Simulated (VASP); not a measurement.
Crystal: Al4Ru3.

```
Al Ru
1.0
     2.07500    1.19800    6.56667
    -2.07500    1.19800    6.56667
     0.00000   -2.39600    6.56667
Al Ru
4 3
Direct
  0.62500 0.62500 0.62500
  0.37500 0.37500 0.37500
  0.12500 0.12500 0.12500
  0.87500 0.87500 0.87500
  0.75000 0.75000 0.75000
  0.25000 0.25000 0.25000
  0.50000 0.50000 0.50000
```

| Item | Value |
| --- | --- |
| Program | VASP 6.6.1 |
| Task | relaxation of cell and atoms |
| Functional | PBE |
| Potentials or basis | VASP PAW PBE potentials, release 64 (Al, Ru_pv) |
| Cutoff | 600 eV |
| k mesh | 5 × 5 × 5 |
| Occupations | gaussian, width 0.2 eV |
| Spin | no spin polarisation |

At the start: pressure 15.1 GPa; volume 13.99 Å³/atom.

Where does the relaxation end?

Over 8 steps the energy falls by 55.9 meV/atom and the volume is 15.07 Å³/atom (+7.7 %); space group R-3m (No. 166, to 0.1 Å) before and after.

Step by step:
```tsv
step	energy change (eV)	largest force (eV/Å)	pressure (GPa)	volume (Å³)
1	0.0000	0.8598	15.07	97.94
2	0.2517	0.3872	-14.58	117.80
3	-0.3824	0.1947	-0.75	105.97
4	-0.3827	0.2068	-0.41	105.74
5	-0.3827	0.2157	-0.15	105.58
6	-0.3893	0.1212	0.19	105.25
7	-0.3900	0.0803	0.36	105.10
8	-0.3910	0.0574	-0.38	105.52
```

Final structure:
```xyz
7
Lattice="2.1174 1.2225 6.7946 -2.1174 1.2225 6.7946 0.0000 -2.4449 6.7946" Properties=species:S:1:pos:R:3 pbc="T T T"
Al    0.0000    0.0000   12.7642
Al    0.0000    0.0000    7.6197
Al    0.0000    0.0000    2.5123
Al    0.0000    0.0000   17.8715
Ru    0.0000    0.0000   15.2603
Ru    0.0000    0.0000    5.1235
Ru    0.0000    0.0000   10.1919
```

Caveat: the relaxation stopped at a loose force limit of 0.08 eV/Å, so its end isn't a converged minimum.
